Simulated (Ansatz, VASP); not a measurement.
## C: VASP beside Ansatz

The input POSCAR:

```
C
1.0
    1.2448507159      0.7187148959      3.2571513611
   -1.2448507159      0.7187148959      3.2571513611
    0.0000000000     -1.4374297918      3.2571513611
C
2
Direct
    0.1640000000      0.1640000000      0.1640000000
    0.8360000000      0.8360000000      0.8360000000
```

Contents of INCAR.step1:

```
  ALGO = Normal
  EDIFF = 1E-4
  ENCUT = 520
  GGA = PE
  ISMEAR = 0
  LASPH = T
  LCHARG = F
  LREAL = F
  LWAVE = T
  NBANDS = 11
  NELM = 80
  PREC = Accurate
  SIGMA = 0.05
```

INCAR.step2

```
  ALGO = Normal
  EDIFF = 1E-7
  ENCUT = 520
  ISIF = 2
  ISMEAR = 0
  ISTART = 1
  LASPH = T
  LCHARG = F
  LMIXTAU = T
  LREAL = F
  LWAVE = F
  METAGGA = R2SCAN
  NBANDS = 11
  NELM = 80
  PREC = Accurate
  SIGMA = 0.05
```

File KPOINTS:

```
k-points
0
Gamma
  12 12 12
```

Input for Ansatz:

```yaml
crystal:
  lattice:
    - [1.2448507159, 0.7187148959, 3.2571513611]
    - [-1.2448507159, 0.7187148959, 3.2571513611]
    - [0.0, -1.4374297918, 3.2571513611]
  atoms:
    - { symbol: C, position: [0.164, 0.164, 0.164] }
    - { symbol: C, position: [0.836, 0.836, 0.836] }
basis:
  ecutwfc: 500
kpoints:
  mp_grid: { grid: [12, 12, 12] }
hamiltonian:
  xc: r2scan
scf:
  occupations: { method: gaussian, width: 0.05 }
output:
  forces: true
  stress: true
  eigenvalues: true
```

Alike in both runs: task single point; functional r2SCAN; k mesh 12 × 12 × 12; occupations gaussian, width 0.05 eV; no spin polarisation.

|  | VASP | Ansatz |
| --- | --- | --- |
| version | VASP 6.6.1 | Ansatz 0.2.0 |
| potentials or method | VASP PAW PBE potentials, release 64 (C), cutoff 520 eV | scalar-relativistic, plane waves, PAW |
| valence electrons in the cell | 8 | 8 |

|  | VASP | Ansatz | Ansatz less VASP |
| --- | --- | --- | --- |
| gap on the k mesh at the Fermi level (eV) | 0.93 | 0.93 | +0.001 |
| least direct gap on the mesh (eV) | 0.93 | 0.93 | +0.001 |
| pressure (GPa) | -10.1 | -10.7 | -0.67 |
| traceless stress, the component that is largest in VASP (GPa) | 12.32 | 13.08 | +0.764 |
| rms of the force components (eV/Å) | 0.497 | 0.502 | +0.0051 |

VASP's potentials were made for PBE, not for r2SCAN. Atom by atom the forces differ by 0.005 eV/Å (rms over components).
